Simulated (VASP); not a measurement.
# SiGeTe2S2 (P6/mmm) in VASP: notebook

SiGeTe2S2 is run at these levels: PBE; tasks: single point, relaxation of cell and atoms.

All numbers are computed with VASP 6.6.1; they aren't measurements. Logs are shortened: lines on timing, memory, paths and dates and some standing lists are left out, and cuts for length are marked.

## (1) The cell of the first run

It takes space group P6/mmm (No. 191, hexagonal). Conventional cell: a = 4.470 Å, b = 4.470 Å, c = 10.510 Å, α = 90.00°, β = 90.00°, γ = 120.00°. Si (site symmetry 6/mmm) has 6 S at 2.58 Å and 2 Te at 2.75 Å within 3.4 Å. Within 3.3 Å of Ge (site symmetry 6/mmm) lie 2 Te at 2.51 Å. Te (site symmetry 6mm) has 1 Ge at 2.51 Å and 1 Si at 2.75 Å within 3.3 Å. S (site symmetry -6m2) has 3 S at 2.58 Å and 3 Si at 2.58 Å within 3.4 Å.

## (2) Single point, PBE

INCAR reads:

```
PREC = Accurate ; ENCUT = 520
EDIFF = 1E-6 ; ISMEAR = 0
SIGMA = 0.1 ; LREAL = False
LASPH = True ; NELM = 100
ALGO = Normal ; ISIF = 2
LWAVE = False ; LCHARG = True
GGA = PE ; LELF = True
LVHAR = True ; NBANDS = 30
```

KPOINTS reads:

```
regular mesh
0
Gamma
  12 12 4
```

POSCAR reads:

```
SiGeTe2S2
1.0
    4.4696725741      0.0000000000      0.0000000000
   -2.2348362871      3.8708499958      0.0000000000
    0.0000000000      0.0000000000     10.5099206005
Si Ge Te S
1 1 2 2
Direct
    0.0000000000      0.0000000000      0.0000000000
    0.0000000000      0.0000000000      0.5000000000
    0.0000000000      0.0000000000      0.7386141153
    0.0000000000      0.0000000000      0.2613858847
    0.3333333333      0.6666666667      0.0000000000
    0.6666666667      0.3333333333      0.0000000000
```

Potentials or basis: VASP PAW PBE potentials, release 64 (Si, Ge_d, Te, S).

Started as:

```sh
> cat potpaw_PBE.64/Si/POTCAR potpaw_PBE.64/Ge_d/POTCAR potpaw_PBE.64/Te/POTCAR potpaw_PBE.64/S/POTCAR > POTCAR
> mpirun -np 1 vasp_std > vasp.out
```

OUTCAR:

```text
PREC = Accurate
   ENCUT = 520
   EDIFF = 1E-6
   ISMEAR = 0
   LREAL = False
   LASPH = True
   NELM = 100
   ISIF = 2
   GGA = PE

 ion  position               nearest neighbor table
   1  0.000  0.000  0.000-   5 2.58   6 2.58   6 2.58   5 2.58   6 2.58   5 2.58   3 2.75   4 2.75

   2  0.000  0.000  0.500-   3 2.51   4 2.51
   3  0.000  0.000  0.739-   2 2.51   1 2.75
   4  0.000  0.000  0.261-   2 2.51   1 2.75
   5  0.333  0.667  0.000-   6 2.58   1 2.58   6 2.58   1 2.58   1 2.58   6 2.58
   6  0.667  0.333  0.000-   5 2.58   1 2.58   5 2.58   1 2.58   1 2.58   5 2.58

  LATTYP: Found a hexagonal cell.
 ALAT       =     4.4696725741
 C/A-ratio  =     2.3513849004

  Lattice vectors:

 A1 = (   4.4696725741,   0.0000000000,   0.0000000000)
 A2 = (  -2.2348362871,   3.8708499958,   0.0000000000)
 A3 = (   0.0000000000,   0.0000000000,  10.5099206005)

Analysis of symmetry for initial positions (statically):
=====================================================================
 Subroutine PRICEL returns:
 Original cell was already a primitive cell.

 Routine SETGRP: Setting up the symmetry group for a
 hexagonal supercell.

 Subroutine GETGRP returns: Found 24 space group operations
 (whereof 24 operations were pure point group operations)
 out of a pool of 24 trial point group operations.

The static configuration has the point symmetry D_6h.

Analysis of symmetry for dynamics (positions and initial velocities):
=====================================================================
 Subroutine PRICEL returns:
 Original cell was already a primitive cell.

 Routine SETGRP: Setting up the symmetry group for a
 hexagonal supercell.

 Subroutine GETGRP returns: Found 24 space group operations
 (whereof 24 operations were pure point group operations)
 out of a pool of 24 trial point group operations.

The dynamic configuration has the point symmetry D_6h.

 Subroutine INISYM returns: Found 24 space group operations
 (whereof 24 operations are pure point group operations),
 and found     1 'primitive' translations

----------------------------------------------------------------------------------------

                                     Primitive cell

  volume of cell :     181.8367

  direct lattice vectors                    reciprocal lattice vectors
     4.469672574  0.000000000  0.000000000     0.223730035  0.129170596  0.000000000
    -2.234836287  3.870849996  0.000000000     0.000000000  0.258341191  0.000000000
     0.000000000  0.000000000 10.509920600     0.000000000  0.000000000  0.095148197

  length of vectors
     4.469672574  4.469672574 10.509920600     0.258341191  0.258341191  0.095148197

  position of ions in fractional coordinates (direct lattice)
     0.000000000  0.000000000  0.000000000
     0.000000000  0.000000000  0.500000000
     0.000000000  0.000000000  0.738614115
     0.000000000  0.000000000  0.261385885
     0.333333333  0.666666667  0.000000000
     0.666666667  0.333333333  0.000000000

  ion indices of the primitive-cell ions
   primitive index   ion index
                 1           1
                 2           2
                 3           3
                 4           4
                 5           5
                 6           6

----------------------------------------------------------------------------------------

 KPOINTS: regular mesh

Automatic generation of k-mesh.
 Grid dimensions read from file:
 generate k-points for:   12   12    4

 Generating k-lattice:

  Cartesian coordinates                     Fractional coordinates (reciprocal lattice)
     0.018644170  0.010764216  0.000000000     0.083333333 -0.000000000  0.000000000
     0.000000000  0.021528433  0.000000000     0.000000000  0.083333333  0.000000000
     0.000000000  0.000000000  0.023787049     0.000000000  0.000000000  0.250000000

  Length of vectors
     0.021528433  0.021528433  0.023787049

  Shift w.r.t. Gamma in fractional coordinates (k-lattice)
     0.000000000  0.000000000  0.000000000

 Subroutine IBZKPT returns following result:
 ===========================================

 Found     57 irreducible k-points:

 Following reciprocal coordinates:
            Coordinates               Weight
  0.000000  0.000000  0.000000      1.000000
  0.083333  0.000000  0.000000      6.000000
  0.166667  0.000000  0.000000      6.000000
  0.250000  0.000000  0.000000      6.000000
  0.333333  0.000000  0.000000      6.000000
  0.416667  0.000000  0.000000      6.000000
[... 16 lines left out ...]
  0.250000  0.000000  0.250000     12.000000
  0.333333  0.000000  0.250000     12.000000
 [... further k-points ...]
   k-points           NKPTS =     57   k-points in BZ     NKDIM =     57   number of bands    NBANDS=     30
   number of dos      NEDOS =    301   number of ions     NIONS =      6
   total plane-waves  NPLWV = 103680
   dimension x,y,z NGX =    36 NGY =   36 NGZ =   80
   dimension x,y,z NGXF=    72 NGYF=   72 NGZF=  160
   ions per type =               1   1   2   2
   NGX,Y,Z   is equivalent  to a cutoff of  13.39, 13.39, 12.65 a.u.
   NGXF,Y,Z  is equivalent  to a cutoff of  26.78, 26.78, 25.31 a.u.
 SYSTEM =  unknown system
   PREC   = accura    normal or accurate (medium, high low for compatibility)
   ISTART =      0    job   : 0-new  1-cont  2-samecut
   ICHARG =      2    charge: 1-file 2-atom 10-const
   ISPIN  =      1    spin polarized calculation?
   LNONCOLLINEAR =      F non collinear calculations
   LSORBIT =      F    spin-orbit coupling
   LASPH  =      T    aspherical Exc in radial PAW
   ENCUT  =  520.0 eV  38.22 Ry    6.18 a.u.   8.31  8.31 19.54*2*pi/ulx,y,z
   NELM   =    100;   NELMIN=  2; NELMDL= -5     # of ELM steps
   EDIFF  = 0.1E-05   stopping-criterion for ELM
   LREAL  =      F    real-space projection
   EDIFFG = 0.1E-04   stopping-criterion for IOM
   NSW    =      0    number of steps for IOM
   IBRION =     -1    ionic relax: 0-MD 1-quasi-New 2-CG
   NFREE  =      0    steps in history (QN), initial steepest desc. (CG)
   ISIF   =      2    stress and relaxation
   ISYM   =      2    0-nonsym 1-usesym 2-fastsym
   POTIM  = 0.5000    time-step for ionic-motion
   TEBEG  =    0.0;   TEEND  =   0.0 temperature during run
   PSTRESS=    0.0 pullay stress
   NELECT =      42.0000    total number of electrons
   NUPDOWN=      -1.0000    fix difference up-down
   EMIN   =  10.00;   EMAX   =-10.00  energy-range for DOS
   EFERMI =   0.00;   METHOD = LEGACY
   ISMEAR =     0;   SIGMA  =   0.10  broadening in eV -4-tet -1-fermi 0-gaus
   EFERMI_NEDOS =   21; number of points for ismear=-14 and -15
   IALGO  =     38    algorithm
   IMIX   =      4    mixing-type and parameters
     AMIX     =   0.40;   BMIX     =  1.00
     AMIX_MAG =   1.60;   BMIX_MAG =  1.00
  volume/ion in A,a.u.               =      30.31       204.52
  Fermi-wavevector in a.u.,A,eV,Ry     =   1.004456  1.898146 13.727342  1.008931
  Thomas-Fermi vector in A             =   2.137073
   LORBIT       =      0    0 simple, 1 ext, 2 COOP (PROOUT), +10 PAW based schemes
   GGA     = PE    functional components
   LHFCALC =     F    Hartree Fock is set to
   AEXX    =    0.0000 exact exchange contribution
   IVDW    =     0    specifies the selected vdW correction
   LEPSILON=     F    determine dielectric tensor
   LRPA    =     F    only Hartree local field effects (RPA)
 non-spin polarized calculation
 Gauss-broadening in eV      SIGMA  =   0.10
  energy-cutoff  :      520.00
  volume of cell :      181.84
 maximum number of plane-waves:      4927
 NGX is ok and might be reduce to    36
   NGX = 17   NGY = 17   NGZ = 39

 number of electron      42.0000004 magnetization

 Free energy of the ion-electron system (eV)
  ---------------------------------------------------
  ext. energy  EPLUGINS =         0.00000000
  ---------------------------------------------------
  free energy    TOTEN  =       -20.68717154 eV

  energy without entropy =      -20.65776485  energy(sigma->0) =      -20.67246819

 E-fermi :   3.1488     XC(G=0):  -8.4547

 val. band max:        3.1486244456   @ k =   0.1667   0.1667   0.2500
 cond. band min:       3.1510358833   @ k =   0.4167   0.0000   0.2500
 fundamental gap:      0.0024114377
 Fermi energy:         3.1488073625

 k-point     1 :       0.0000    0.0000    0.0000
  band No.  band energies     occupation
      1     -21.5966      2.00000
      2     -21.5880      2.00000
      3     -21.5880      2.00000
      4     -21.5520      2.00000
      5     -21.5520      2.00000
      6     -12.1356      2.00000
[... 22 lines left out ...]
     29      10.1987      0.00000
     30      10.1988      0.00000

 k-point     2 :       0.0833    0.0000    0.0000
  band No.  band energies     occupation
      1     -21.5966      2.00000
      2     -21.5880      2.00000
      3     -21.5880      2.00000
      4     -21.5520      2.00000
      5     -21.5520      2.00000
      6     -12.0797      2.00000
[... 22 lines left out ...]
     29       9.8697      0.00000
     30      10.1594      0.00000

 k-point     3 :       0.1667    0.0000    0.0000
  band No.  band energies     occupation
      1     -21.5965      2.00000
      2     -21.5880      2.00000
      3     -21.5878      2.00000
      4     -21.5521      2.00000
      5     -21.5520      2.00000
      6     -11.9135      2.00000
[... 22 lines left out ...]
     29       9.2005      0.00000
     30       9.5080      0.00000

 k-point     4 :       0.2500    0.0000    0.0000
  band No.  band energies     occupation
      1     -21.5964      2.00000
      2     -21.5880      2.00000
      3     -21.5875      2.00000
      4     -21.5522      2.00000
      5     -21.5521      2.00000
      6     -11.6426      2.00000
[... 616 lines left out ...]
     29       9.3240      0.00000
     30       9.6916      0.00000

 k-point    23 :       0.2500    0.0000    0.2500
  band No.  band energies     occupation
      1     -21.5964      2.00000
      2     -21.5880      2.00000
      3     -21.5875      2.00000
      4     -21.5522      2.00000
      5     -21.5521      2.00000
      6     -11.6425      2.00000
[... 22 lines left out ...]
     29       9.1154      0.00000
     30       9.3910      0.00000

 k-point    24 :       0.3333    0.0000    0.2500
  band No.  band energies     occupation
      1     -21.5963      2.00000
      2     -21.5880      2.00000
      3     -21.5873      2.00000
      4     -21.5523      2.00000
      5     -21.5521      2.00000
      6     -11.2813      2.00000
[... 22 lines left out ...]
     29       8.4096      0.00000
     30       9.2285      0.00000

 [... further k-points ...]

------------------------ aborting loop because EDIFF is reached ----------------------------------------

  FORCE on cell =-STRESS in cart. coord.  units (eV):
  Direction    XX          YY          ZZ          XY          YZ          ZX
  --------------------------------------------------------------------------------------
  -------------------------------------------------------------------------------------
  Total       -0.0456007     -0.0456007     -0.0488674      0.0000000      0.0000000      0.0000000
  in kB       -0.4017915     -0.4017915     -0.4305746      0.0000000      0.0000000      0.0000000
  external PRESSURE =      -0.4113859 kB  Pullay stress =       0.0000000 kB

 VOLUME and BASIS-vectors are now :
 -----------------------------------------------------------------------------
  energy-cutoff  :      520.00
  volume of cell :      181.84
      direct lattice vectors                 reciprocal lattice vectors
     4.469672574  0.000000000  0.000000000     0.223730035  0.129170596  0.000000000
    -2.234836287  3.870849996  0.000000000     0.000000000  0.258341191  0.000000000
     0.000000000  0.000000000 10.509920600     0.000000000  0.000000000  0.095148197

 POSITION                                       TOTAL-FORCE (eV/Angst)
 -----------------------------------------------------------------------------------
      0.00000      0.00000      0.00000         0.000000      0.000000      0.000000
      0.00000      0.00000      5.25496         0.000000      0.000000      0.000000
      0.00000      0.00000      7.76278        -0.000000      0.000000     -0.007901
      0.00000      0.00000      2.74714         0.000000     -0.000000      0.007901
     -0.00000      2.58057      0.00000        -0.000000     -0.000000      0.000000
      2.23484      1.29028      0.00000         0.000000      0.000000     -0.000000
 -----------------------------------------------------------------------------------
    total drift:                                0.000000     -0.000000      0.000000

  FREE ENERGIE OF THE ION-ELECTRON SYSTEM (eV)
  ---------------------------------------------------
  free  energy   TOTEN  =       -20.6871715439 eV

  energy  without entropy=      -20.6577648450  energy(sigma->0) =      -20.67246819
```

It took 2.6 min on 1 thread of Intel Xeon 6975P-C (Granite Rapids), shared host; peak memory 0.51 GiB.

What came out:

```
Free energy            : -20.6872 eV
Pressure               : 0.0 GPa
Largest force          : 0.008 eV/Å
Band gap on the k mesh : zero (band 21 reaches 3.44 eV, above the bottom of band 22 at 2.46 eV)
```

Forces in eV/Å, atoms in the order of the input:
```
Si   0.000  0.000  0.000
Ge   0.000  0.000  0.000
Te   0.000  0.000 -0.008
Te   0.000  0.000  0.008
S    0.000  0.000  0.000
S    0.000  0.000  0.000
```

Levels at points of the mesh, in eV from the Fermi level:
```tsv
k point	band 19	band 20	band 21	band 22	band 23	band 24
(0.00, 0.00, 0.00)	-0.34	0.02	0.02	0.16	1.48	2.59
(0.50, 0.00, 0.00)	-0.48	-0.38	-0.30	0.73	0.74	2.17
(0.00, 0.00, 0.50)	-0.54	-0.05	0.16	0.35	0.35	2.55
(0.50, 0.00, 0.50)	-0.54	-0.24	-0.21	0.64	0.74	1.19
```

Caveat: spin-orbit coupling is left out, which moves the levels of the heavy elements.

(Continued in part 2 of 2.)
